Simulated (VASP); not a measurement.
# CdTe (rocksalt type) (Fm-3m) in VASP: notebook, part 2 of 2

VASP 6.6.1. The steps go on from the part before.

**3. Single point, PBEsol (volume scaled by 0.8)**

Contents of INCAR:

```
PREC = Accurate
ENCUT = 520
EDIFF = 1E-7
ISMEAR = -1
SIGMA = 0.05
LREAL = F
LASPH = T
NELM = 60
ALGO = Normal
ISIF = 2
LWAVE = F
LCHARG = T
GGA = PS
LELF = T
LVHAR = T
NBANDS = 16
```

Contents of KPOINTS:

```
Automatic mesh
0
Gamma
  13 13 13
```

Contents of POSCAR:

```
CdTe
1.0
    0.0000000000      2.7842892782      2.7842892782
    2.7842892782      0.0000000000      2.7842892782
    2.7842892782      2.7842892782      0.0000000000
Cd Te
1 1
Direct
    0.0000000000      0.0000000000      0.0000000000
    0.5000000000      0.5000000000      0.5000000000
```

Potentials or basis: VASP PAW PBE potentials, release 64 (Cd, Te).

Run with:

```
cat potpaw_PBE.64/Cd/POTCAR potpaw_PBE.64/Te/POTCAR > POTCAR
mpirun -np 1 vasp_std > vasp.out
```

OUTCAR:

```text
PREC = Accurate
   ENCUT = 520
   EDIFF = 1E-7
   ISMEAR = -1
   LREAL = F
   LASPH = T
   NELM = 60
   ISIF = 2
   GGA = PS

 ion  position               nearest neighbor table
   1  0.000  0.000  0.000-   2 2.78   2 2.78   2 2.78   2 2.78   2 2.78   2 2.78
   2  0.500  0.500  0.500-   1 2.78   1 2.78   1 2.78   1 2.78   1 2.78   1 2.78

  LATTYP: Found a face centered cubic cell.
 ALAT       =     5.5685785564

  Lattice vectors:

 A1 = (   0.0000000000,   2.7842892782,   2.7842892782)
 A2 = (   2.7842892782,   0.0000000000,   2.7842892782)
 A3 = (   2.7842892782,   2.7842892782,   0.0000000000)

Analysis of symmetry for initial positions (statically):
=====================================================================
 Subroutine PRICEL returns:
 Original cell was already a primitive cell.

 Routine SETGRP: Setting up the symmetry group for a
 face centered cubic supercell.

 Subroutine GETGRP returns: Found 48 space group operations
 (whereof 48 operations were pure point group operations)
 out of a pool of 48 trial point group operations.

The static configuration has the point symmetry O_h .

Analysis of symmetry for dynamics (positions and initial velocities):
=====================================================================
 Subroutine PRICEL returns:
 Original cell was already a primitive cell.

 Routine SETGRP: Setting up the symmetry group for a
 face centered cubic supercell.

 Subroutine GETGRP returns: Found 48 space group operations
 (whereof 48 operations were pure point group operations)
 out of a pool of 48 trial point group operations.

The dynamic configuration has the point symmetry O_h .

 Subroutine INISYM returns: Found 48 space group operations
 (whereof 48 operations are pure point group operations),
 and found     1 'primitive' translations

[... 111 lines left out ...]
   IALGO  =     38    algorithm
   IMIX   =      4    mixing-type and parameters
     AMIX     =   0.40;   BMIX     =  1.00
     AMIX_MAG =   1.60;   BMIX_MAG =  1.00
  volume/ion in A,a.u.               =      21.58       145.66
  Fermi-wavevector in a.u.,A,eV,Ry     =   1.223042  2.311214 20.352021  1.495831
  Thomas-Fermi vector in A             =   2.358167
   LORBIT       =      0    0 simple, 1 ext, 2 COOP (PROOUT), +10 PAW based schemes
   GGA     = PS    functional components
   LHFCALC =     F    Hartree Fock is set to
   AEXX    =    0.0000 exact exchange contribution
   IVDW    =     0    specifies the selected vdW correction
   LEPSILON=     F    determine dielectric tensor
   LRPA    =     F    only Hartree local field effects (RPA)
 non-spin polarized calculation
  energy-cutoff  :      520.00
  volume of cell :       43.17
 maximum number of plane-waves:      1211
 NGX is ok and might be reduce to    30
   NGX = 15   NGY = 15   NGZ = 15

 number of electron      18.0000000 magnetization

 Free energy of the ion-electron system (eV)
  ---------------------------------------------------
  ext. energy  EPLUGINS =         0.00000000
  ---------------------------------------------------
  free energy    TOTEN  =        -4.63432498 eV

  energy without entropy =       -4.62953536  energy(sigma->0) =       -4.63193017

 E-fermi :   7.0562     XC(G=0): -11.2181

 val. band max:        7.0440937940   @ k =  -0.2308   0.2308   0.0000
 cond. band min:       7.0911311049   @ k =  -0.3077   0.1538   0.0000
 fundamental gap:      0.0470373109
 Fermi energy:         7.0562190996

 k-point     1 :       0.0000    0.0000    0.0000
  band No.  band energies     occupation
      1      -6.7056      2.00000
      2      -2.1075      2.00000
      3      -2.1075      2.00000
      4      -2.0522      2.00000
      5      -2.0522      2.00000
      6      -2.0522      2.00000
[... 433 lines left out ...]
      3      -2.3279      2.00000
      4      -2.2051      2.00000
      5      -1.8505      2.00000
      6      -1.8366      2.00000
[... 8 lines left out ...]
     15      19.3252      0.00000
     16      19.4403      0.00000

 [... further k-points ...]

------------------------ aborting loop because EDIFF is reached ----------------------------------------

  FORCE on cell =-STRESS in cart. coord.  units (eV):
  Direction    XX          YY          ZZ          XY          YZ          ZX
  --------------------------------------------------------------------------------------
  -------------------------------------------------------------------------------------
  Total        6.0115125      6.0115125      6.0115125     -0.0000000      0.0000000     -0.0000000
  in kB      223.1111499    223.1111499    223.1111499     -0.0000000      0.0000000     -0.0000000
  external PRESSURE =     223.1111499 kB  Pullay stress =       0.0000000 kB

 VOLUME and BASIS-vectors are now :
 -----------------------------------------------------------------------------
  energy-cutoff  :      520.00
  volume of cell :       43.17
      direct lattice vectors                 reciprocal lattice vectors
     0.000000000  2.784289278  2.784289278    -0.179579042  0.179579042  0.179579042
     2.784289278  0.000000000  2.784289278     0.179579042 -0.179579042  0.179579042
     2.784289278  2.784289278  0.000000000     0.179579042  0.179579042 -0.179579042

 POSITION                                       TOTAL-FORCE (eV/Angst)
 -----------------------------------------------------------------------------------
      0.00000      0.00000      0.00000        -0.000000      0.000000     -0.000000
      2.78429      2.78429      2.78429         0.000000     -0.000000      0.000000
 -----------------------------------------------------------------------------------
    total drift:                               -0.000000      0.000000      0.000000

  FREE ENERGIE OF THE ION-ELECTRON SYSTEM (eV)
  ---------------------------------------------------
  free  energy   TOTEN  =        -4.6343249840 eV

  energy  without entropy=       -4.6295353581  energy(sigma->0) =       -4.63193017
```

Wall time 46 s (1 thread of Intel Xeon Platinum 8488C (Sapphire Rapids), shared host); peak memory 0.21 GiB.

What came out:

| Property | Result |
| --- | --- |
| Free energy | -4.6343 eV |
| Pressure | 22.3 GPa |
| Band gap on the k mesh | zero (band 9 reaches 7.28 eV, above the bottom of band 10 at 5.58 eV) |

Caveat: the PAW data sets were made with another functional, which shifts forces and pressure a little; spin-orbit coupling is left out, which moves the levels of the heavy elements.

**4. Single point, PBEsol (volume scaled by 0.88)**

Contents of INCAR:

```
  ALGO = Normal
  EDIFF = 1E-6
  ENCUT = 520
  GGA = PS
  ISIF = 2
  ISMEAR = -1
  LASPH = True
  LCHARG = False
  LREAL = False
  LWAVE = False
  NBANDS = 16
  NELM = 60
  PREC = Accurate
  SIGMA = 0.05
```

Contents of KPOINTS:

```
k-points
0
Gamma
  13 13 13
```

Contents of POSCAR:

```
CdTe
1.0
    0.0000000000      2.8741664576      2.8741664576
    2.8741664576      0.0000000000      2.8741664576
    2.8741664576      2.8741664576      0.0000000000
Cd Te
1 1
Direct
    0.0000000000      0.0000000000      0.0000000000
    0.5000000000      0.5000000000      0.5000000000
```

Run with:

```
cat potpaw_PBE.64/Cd/POTCAR potpaw_PBE.64/Te/POTCAR > POTCAR
mpirun -np 1 vasp_std > vasp.out
```

It took 45 s on 1 thread of Intel Xeon Platinum 8488C (Sapphire Rapids), shared host; peak memory 0.21 GiB.

It converged, with:

| Quantity | Value |
| --- | --- |
| Free energy | -5.0600 eV |
| Pressure | 10.3 GPa |
| Band gap on the k mesh | zero (band 9 reaches 5.97 eV, above the bottom of band 10 at 4.41 eV) |

Levels at points of the mesh, in eV from the Fermi level:
```
           k point  band 7  band 8  band 9  band 10  band 11  band 12
(0.00, 0.00, 0.00)   -0.64   -0.64   -0.64     1.27     7.15     7.15
```

Caveat: the PAW data sets were made with another functional, which shifts forces and pressure a little; spin-orbit coupling is left out, which moves the levels of the heavy elements.

**5. Single point, PBEsol (volume scaled by 0.88)**

Contents of INCAR:

```
SYSTEM = CdTe
ALGO     = Normal         ! electronic algorithm
EDIFF    = 1E-6           ! SCF threshold, eV
ENCUT    = 520            ! plane-wave cutoff, eV
GGA      = PS             ! functional
ISIF     = 2              ! what is computed and relaxed
ISMEAR   = -1             ! smearing method
LASPH    = .TRUE.         ! aspherical terms in the spheres
LCHARG   = .FALSE.        ! write CHGCAR
LREAL    = .FALSE.        ! projectors in reciprocal space
LWAVE    = .FALSE.        ! write WAVECAR
NBANDS   = 16             ! bands
NELM     = 80             ! most SCF steps
PREC     = Accurate       ! precision mode
SIGMA    = 0.05           ! smearing width, eV
```

Contents of KPOINTS:

```
k-points
0
G
  13 13 13
  0 0 0
```

POSCAR is that of step 4.

Run with:

```
cat potpaw_PBE.64/Cd/POTCAR potpaw_PBE.64/Te/POTCAR > POTCAR
mpirun -np 1 vasp_std > vasp.out
```

It took 45 s on 1 thread of Intel Xeon Platinum 8488C (Sapphire Rapids), shared host; peak memory 0.21 GiB.

It converged, with:

* Free energy: -5.0600 eV
* Pressure: 10.3 GPa
* Band gap on the k mesh: zero (band 9 reaches 5.97 eV, above the bottom of band 10 at 4.41 eV)

Levels at points of the mesh, in eV from the Fermi level:
```csv
k point,band 6,band 7,band 8,band 9,band 10,band 11,band 12,band 13
"(0.00, 0.00, 0.00)",-8.70,-0.64,-0.64,-0.64,1.27,7.15,7.15,7.15
```

Caveat: the PAW data sets were made with another functional, which shifts forces and pressure a little; spin-orbit coupling is left out, which moves the levels of the heavy elements.

**6. Overview**

| cell | gap on the mesh (eV) | pressure (GPa) |
| --- | --- | --- |
| a = 3.802 Å, angles 60.0°, 2 atoms | none | 42.4 |
| a = 3.938 Å, angles 60.0°, 2 atoms | none | 22.3 |
| a = 4.065 Å, angles 60.0°, 2 atoms | none | 10.3 |

Alike in all rows: task single point; level PBEsol; potentials or basis VASP PAW PBE potentials, release 64 (Cd, Te); no spin polarisation; k mesh 13 × 13 × 13; cutoff (eV) 520; smearing fermi-dirac 0.05 eV.

Caveats: the PAW data sets were made with another functional, which shifts forces and pressure a little; spin-orbit coupling is left out, which moves the levels of the heavy elements.

Absolute energies hang on the potentials; compare differences alone.
